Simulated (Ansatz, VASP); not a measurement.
# SnS2 in VASP and in Ansatz

File POSCAR:

```
SnS2
1.0
    3.6607574624      0.0000000000      0.0000000000
   -1.8303787312      3.1703089595      0.0000000000
    0.0000000000      0.0000000000      5.9618049176
Sn S
1 2
Direct
    0.0000000000      0.0000000000      0.0000000000
    0.3333333333      0.6666666667      0.2455903383
    0.6666666667      0.3333333333      0.7544096617
```

The input INCAR.step1:

```
SYSTEM = SnS2
PREC = Accurate
ENCUT = 400
EDIFF = 1E-5
ISMEAR = 0
SIGMA = 0.01
LREAL = .FALSE.
LASPH = .TRUE.
NELM = 120
ALGO = Normal
ISIF = 2
LWAVE = .TRUE.
GGA = PE
NBANDS = 20
GGA_COMPAT = .FALSE.
```

Contents of INCAR.step2:

```
SYSTEM = SnS2
PREC = Accurate
ENCUT = 400
EDIFF = 1E-6
ISMEAR = 0
SIGMA = 0.01
LREAL = .FALSE.
LASPH = .TRUE.
NELM = 120
ALGO = Normal
ISIF = 2
LWAVE = .FALSE.
LCHARG = .TRUE.
GGA = PE
LHFCALC = .TRUE.
HFSCREEN = 0.2079
PRECFOCK = Normal
LELF = .TRUE.
LVHAR = .TRUE.
ISTART = 1
NBANDS = 20
GGA_COMPAT = .FALSE.
```

KPOINTS

```
Automatic mesh
0
G
  6 6 2
  0 0 0
```

Input for Ansatz:

```yaml
crystal:
  lattice:
    - [3.6607574624, 0.0, 0.0]
    - [-1.8303787312, 3.1703089595, 0.0]
    - [0.0, 0.0, 5.9618049176]
  atoms:
    - { symbol: Sn, position: [0.0, 0.0, 0.0] }
    - { symbol: S, position: [0.3333333333, 0.6666666667, 0.2455903383] }
    - { symbol: S, position: [0.6666666667, 0.3333333333, 0.7544096617] }
kpoints:
  mp_grid: { grid: [6, 6, 2] }
hamiltonian:
  xc: hse06
scf:
  occupations: { method: fixed }
  n_extra_bands: 4
  exx: { ecutfock_ratio: 4 }
output:
  forces: true
  stress: true
  eigenvalues: true
```

Alike in both runs: task single point; functional HSE06; k mesh 6 × 6 × 2; no spin polarisation.

```csv
,VASP,Ansatz
version,VASP 6.6.1,Ansatz 0.2.0
potentials or method,"VASP PAW PBE potentials, release 64 (Sn_d, S)",plane waves
plane-wave cutoff (eV),400,420
occupations,"gaussian, width 0.01 eV",fixed
valence electrons in the cell,26,26
```

```csv
,VASP,Ansatz,Ansatz less VASP
gap on the k mesh at the Fermi level (eV),2.43,2.42,-0.009
pressure (GPa),-0.3,-0.1,+0.20
rms of the force components (eV/Å),0.125,0.120,-0.0047
```

Atom by atom the forces differ by 0.005 eV/Å (rms over components). Ansatz's warnings: stress exchange threshold loose, stress scf threshold loose.

The k mesh is coarse, so the values compare programs but aren't converged.
